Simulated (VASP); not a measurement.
# Sr (Fd-3m) in VASP: notebook

The runs below take Sr through single point, with revPBE.

Everything below comes from runs of VASP 6.6.1. Logs are shortened: lines on timing, memory, paths and dates and some standing lists are left out, and cuts for length are marked.

### 1 The cell of the first run

The structure is cubic, space group Fd-3m (No. 227). The conventional cell has a = 9.387 Å, b = 9.387 Å, c = 9.387 Å, α = 90.00°, β = 90.00°, γ = 90.00°. Within 5.3 Å of Sr (site symmetry -43m) lie 4 Sr at 4.06 Å.

This isn't the form of Sr at room conditions, which is fcc.

### 2 Single point, revPBE (103.39 Å³/atom)

INCAR reads:

```
  PREC = Accurate
  ENCUT = 520
  EDIFF = 1E-6
  ISMEAR = -1
  SIGMA = 0.1
  LREAL = False
  LASPH = True
  NELM = 100
  ALGO = Normal
  ISIF = 2
  LWAVE = False
  LCHARG = False
  GGA = RE
  NBANDS = 17
```

KPOINTS reads:

```
regular mesh
0
Gamma
  7 7 7
```

POSCAR reads:

```
Sr
1.0
    0.0000000000      4.6934193250      4.6934193250
    4.6934193250      0.0000000000      4.6934193250
    4.6934193250      4.6934193250      0.0000000000
Sr
2
Direct
    0.1250000000      0.1250000000      0.1250000000
    0.8750000000      0.8750000000      0.8750000000
```

Potentials or basis: VASP PAW PBE potentials, release 64 (Sr_sv).

Command:

```console
cat potpaw_PBE.64/Sr_sv/POTCAR > POTCAR
mpirun -np 1 vasp_std > vasp.out
```

OUTCAR:

```text
PREC = Accurate
   ENCUT = 520
   EDIFF = 1E-6
   ISMEAR = -1
   LREAL = False
   LASPH = True
   NELM = 100
   ISIF = 2
   GGA = RE

 ion  position               nearest neighbor table
   1  0.125  0.125  0.125-   2 4.06   2 4.06   2 4.06   2 4.06
   2  0.875  0.875  0.875-   1 4.06   1 4.06   1 4.06   1 4.06

  LATTYP: Found a face centered cubic cell.
 ALAT       =     9.3868386500

  Lattice vectors:

 A1 = (   0.0000000000,   4.6934193250,   4.6934193250)
 A2 = (   4.6934193250,   0.0000000000,   4.6934193250)
 A3 = (   4.6934193250,   4.6934193250,   0.0000000000)

Analysis of symmetry for initial positions (statically):
=====================================================================
 Subroutine PRICEL returns:
 Original cell was already a primitive cell.

 Routine SETGRP: Setting up the symmetry group for a
 face centered cubic supercell.

 Subroutine GETGRP returns: Found 48 space group operations
 (whereof 12 operations were pure point group operations)
 out of a pool of 48 trial point group operations.

The static configuration has the point symmetry D_3d.
 The point group associated with its full space group is O_h .

Analysis of symmetry for dynamics (positions and initial velocities):
=====================================================================
 Subroutine PRICEL returns:
 Original cell was already a primitive cell.

 Routine SETGRP: Setting up the symmetry group for a
 face centered cubic supercell.

 Subroutine GETGRP returns: Found 48 space group operations
 (whereof 12 operations were pure point group operations)
 out of a pool of 48 trial point group operations.

The dynamic configuration has the point symmetry D_3d.
 The point group associated with its full space group is O_h .

 Subroutine INISYM returns: Found 48 space group operations
 (whereof 12 operations are pure point group operations),
 and found     1 'primitive' translations

----------------------------------------------------------------------------------------

                                     Primitive cell

  volume of cell :     206.7750

  direct lattice vectors                    reciprocal lattice vectors
     0.000000000  4.693419325  4.693419325    -0.106532139  0.106532139  0.106532139
     4.693419325  0.000000000  4.693419325     0.106532139 -0.106532139  0.106532139
     4.693419325  4.693419325  0.000000000     0.106532139  0.106532139 -0.106532139

  length of vectors
     6.637497263  6.637497263  6.637497263     0.184519077  0.184519077  0.184519077

  position of ions in fractional coordinates (direct lattice)
     0.125000000  0.125000000  0.125000000
     0.875000000  0.875000000  0.875000000

  ion indices of the primitive-cell ions
   primitive index   ion index
                 1           1
                 2           2

----------------------------------------------------------------------------------------

 KPOINTS: regular mesh

Automatic generation of k-mesh.
 Grid dimensions read from file:
 generate k-points for:    7    7    7

 Generating k-lattice:

  Cartesian coordinates                     Fractional coordinates (reciprocal lattice)
    -0.015218877  0.015218877  0.015218877     0.142857143  0.000000000  0.000000000
     0.015218877 -0.015218877  0.015218877     0.000000000  0.142857143  0.000000000
     0.015218877  0.015218877 -0.015218877     0.000000000  0.000000000  0.142857143

  Length of vectors
     0.026359868  0.026359868  0.026359868

  Shift w.r.t. Gamma in fractional coordinates (k-lattice)
     0.000000000  0.000000000  0.000000000

 Subroutine IBZKPT returns following result:
 ===========================================

 Found     20 irreducible k-points:

 Following reciprocal coordinates:
            Coordinates               Weight
  0.000000  0.000000  0.000000      1.000000
  0.142857  0.000000  0.000000      8.000000
  0.285714  0.000000  0.000000      8.000000
  0.428571  0.000000  0.000000      8.000000
  0.142857  0.142857  0.000000      6.000000
  0.285714  0.142857  0.000000     24.000000
[... 12 lines left out ...]
 -0.428571  0.428571  0.142857     24.000000
 -0.285714  0.428571  0.142857     24.000000
   k-points           NKPTS =     20   k-points in BZ     NKDIM =     20   number of bands    NBANDS=     17
   number of dos      NEDOS =    301   number of ions     NIONS =      2
   total plane-waves  NPLWV = 125000
   dimension x,y,z NGX =    50 NGY =   50 NGZ =   50
   dimension x,y,z NGXF=   100 NGYF=  100 NGZF=  100
   ions per type =               2
   NGX,Y,Z   is equivalent  to a cutoff of  12.52, 12.52, 12.52 a.u.
   NGXF,Y,Z  is equivalent  to a cutoff of  25.05, 25.05, 25.05 a.u.
 SYSTEM =  unknown system
   PREC   = accura    normal or accurate (medium, high low for compatibility)
   ISTART =      0    job   : 0-new  1-cont  2-samecut
   ICHARG =      2    charge: 1-file 2-atom 10-const
   ISPIN  =      1    spin polarized calculation?
   LNONCOLLINEAR =      F non collinear calculations
   LSORBIT =      F    spin-orbit coupling
   LASPH  =      T    aspherical Exc in radial PAW
   ENCUT  =  520.0 eV  38.22 Ry    6.18 a.u.  12.34 12.34 12.34*2*pi/ulx,y,z
   NELM   =    100;   NELMIN=  2; NELMDL= -5     # of ELM steps
   EDIFF  = 0.1E-05   stopping-criterion for ELM
   LREAL  =      F    real-space projection
   EDIFFG = 0.1E-04   stopping-criterion for IOM
   NSW    =      0    number of steps for IOM
   IBRION =     -1    ionic relax: 0-MD 1-quasi-New 2-CG
   NFREE  =      0    steps in history (QN), initial steepest desc. (CG)
   ISIF   =      2    stress and relaxation
   ISYM   =      2    0-nonsym 1-usesym 2-fastsym
   POTIM  = 0.5000    time-step for ionic-motion
   TEBEG  =    0.0;   TEEND  =   0.0 temperature during run
   PSTRESS=    0.0 pullay stress
   NELECT =      20.0000    total number of electrons
   NUPDOWN=      -1.0000    fix difference up-down
   EMIN   =  10.00;   EMAX   =-10.00  energy-range for DOS
   EFERMI =   0.00;   METHOD = LEGACY
   ISMEAR =    -1;   SIGMA  =   0.10  broadening in eV -4-tet -1-fermi 0-gaus
   EFERMI_NEDOS =   21; number of points for ismear=-14 and -15
   IALGO  =     38    algorithm
   IMIX   =      4    mixing-type and parameters
     AMIX     =   0.40;   BMIX     =  1.00
     AMIX_MAG =   1.60;   BMIX_MAG =  1.00
  volume/ion in A,a.u.               =     103.39       697.69
  Fermi-wavevector in a.u.,A,eV,Ry     =   0.751482  1.420096  7.683561  0.564726
  Thomas-Fermi vector in A             =   1.848474
   LORBIT       =      0    0 simple, 1 ext, 2 COOP (PROOUT), +10 PAW based schemes
   GGA     = RE    functional components
   LHFCALC =     F    Hartree Fock is set to
   AEXX    =    0.0000 exact exchange contribution
   IVDW    =     0    specifies the selected vdW correction
   LEPSILON=     F    determine dielectric tensor
   LRPA    =     F    only Hartree local field effects (RPA)
 non-spin polarized calculation
  energy-cutoff  :      520.00
  volume of cell :      206.78
 maximum number of plane-waves:      5606
 NGX is ok and might be reduce to    50
   NGX = 25   NGY = 25   NGZ = 25

 number of electron      20.0000000 magnetization

 Free energy of the ion-electron system (eV)
  ---------------------------------------------------
  ext. energy  EPLUGINS =         0.00000000
  ---------------------------------------------------
  free energy    TOTEN  =        -1.15334903 eV

  energy without entropy =       -1.03634597  energy(sigma->0) =       -1.09484750

 E-fermi :  -0.1362     XC(G=0):  -5.4217

 val. band max:       -0.2023089832   @ k =   0.4286   0.2857   0.1429
 cond. band min:      -0.1263584324   @ k =  -0.4286   0.2857   0.0000
 fundamental gap:      0.0759505508
 Fermi energy:        -0.1361578506

 k-point     1 :       0.0000    0.0000    0.0000
  band No.  band energies     occupation
      1     -37.7622      2.00000
      2     -37.7451      2.00000
      3     -19.7521      2.00000
      4     -19.7521      2.00000
      5     -19.7521      2.00000
      6     -19.6682      2.00000
[... 9 lines left out ...]
     16       1.3213      0.00000
     17       1.3213      0.00000

 k-point     2 :       0.1429    0.0000    0.0000
  band No.  band energies     occupation
      1     -37.7616      2.00000
      2     -37.7457      2.00000
      3     -19.7537      2.00000
      4     -19.7537      2.00000
      5     -19.7512      2.00000
      6     -19.6693      2.00000
[... 9 lines left out ...]
     16       1.3369      0.00000
     17       1.3369      0.00000

 k-point     3 :       0.2857    0.0000    0.0000
  band No.  band energies     occupation
      1     -37.7600      2.00000
      2     -37.7473      2.00000
      3     -19.7570      2.00000
      4     -19.7570      2.00000
      5     -19.7492      2.00000
      6     -19.6719      2.00000
[... 9 lines left out ...]
     16       1.4425      0.00000
     17       1.4425      0.00000

 k-point     4 :       0.4286    0.0000    0.0000
  band No.  band energies     occupation
      1     -37.7583      2.00000
      2     -37.7491      2.00000
      3     -19.7595      2.00000
      4     -19.7595      2.00000
      5     -19.7474      2.00000
      6     -19.6741      2.00000
[... 9 lines left out ...]
     16       1.6280      0.00000
     17       1.6280      0.00000
[... 263 lines left out ...]
      1     -37.7567      2.00000
      2     -37.7506      2.00000
      3     -19.7670      2.00000
      4     -19.7632      2.00000
      5     -19.7308      2.00000
      6     -19.6906      2.00000
[... 9 lines left out ...]
     16       1.5072      0.00000
     17       1.9081      0.00000

 k-point    19 :      -0.4286    0.4286    0.1429
  band No.  band energies     occupation
      1     -37.7554      2.00000
      2     -37.7519      2.00000
      3     -19.7676      2.00000
      4     -19.7664      2.00000
      5     -19.7203      2.00000
      6     -19.7012      2.00000
[... 9 lines left out ...]
     16       1.3248      0.00000
     17       1.9277      0.00000

 k-point    20 :      -0.2857    0.4286    0.1429
  band No.  band energies     occupation
      1     -37.7548      2.00000
      2     -37.7525      2.00000
      3     -19.7686      2.00000
      4     -19.7659      2.00000
      5     -19.7191      2.00000
      6     -19.7023      2.00000
[... 9 lines left out ...]
     16       1.4123      0.00000
     17       2.0422      0.00000

------------------------ aborting loop because EDIFF is reached ----------------------------------------

  FORCE on cell =-STRESS in cart. coord.  units (eV):
  Direction    XX          YY          ZZ          XY          YZ          ZX
  --------------------------------------------------------------------------------------
  -------------------------------------------------------------------------------------
  Total        0.5027108      0.5027108      0.5027108     -0.0000000      0.0000000     -0.0000000
  in kB        3.8952085      3.8952085      3.8952085     -0.0000000      0.0000000     -0.0000000
  external PRESSURE =       3.8952085 kB  Pullay stress =       0.0000000 kB

 VOLUME and BASIS-vectors are now :
 -----------------------------------------------------------------------------
  energy-cutoff  :      520.00
  volume of cell :      206.78
      direct lattice vectors                 reciprocal lattice vectors
     0.000000000  4.693419325  4.693419325    -0.106532139  0.106532139  0.106532139
     4.693419325  0.000000000  4.693419325     0.106532139 -0.106532139  0.106532139
     4.693419325  4.693419325  0.000000000     0.106532139  0.106532139 -0.106532139

 POSITION                                       TOTAL-FORCE (eV/Angst)
 -----------------------------------------------------------------------------------
      1.17335      1.17335      1.17335        -0.000000      0.000000      0.000000
      8.21348      8.21348      8.21348         0.000000     -0.000000     -0.000000
 -----------------------------------------------------------------------------------
    total drift:                                0.000000      0.000000     -0.000000

  FREE ENERGIE OF THE ION-ELECTRON SYSTEM (eV)
  ---------------------------------------------------
  free  energy   TOTEN  =        -1.1533490326 eV

  energy  without entropy=       -1.0363459651  energy(sigma->0) =       -1.09484750
```

It took 50 s on 1 thread of AMD EPYC 9R45 (Zen 5), shared host; peak memory 0.32 GiB.

What came out:

```
Free energy            : -1.1533 eV
Pressure               : 0.4 GPa
Band gap on the k mesh : zero (bands 10 and 11 overlap by 0.77 eV)
```

Levels at points of the mesh, in eV from the Fermi level:
```csv
k point,band 7,band 8,band 9,band 10,band 11,band 12,band 13,band 14
"(0.00, 0.00, 0.00)",-19.53,-19.53,-2.70,0.69,0.69,0.69,0.89,0.89
```

Caveat: the PAW data sets were made with another functional, which shifts forces and pressure a little.

(Part 1 of 2 ends here.)

The gap in the log of VASP goes by the Fermi energy; the results here count the filled bands.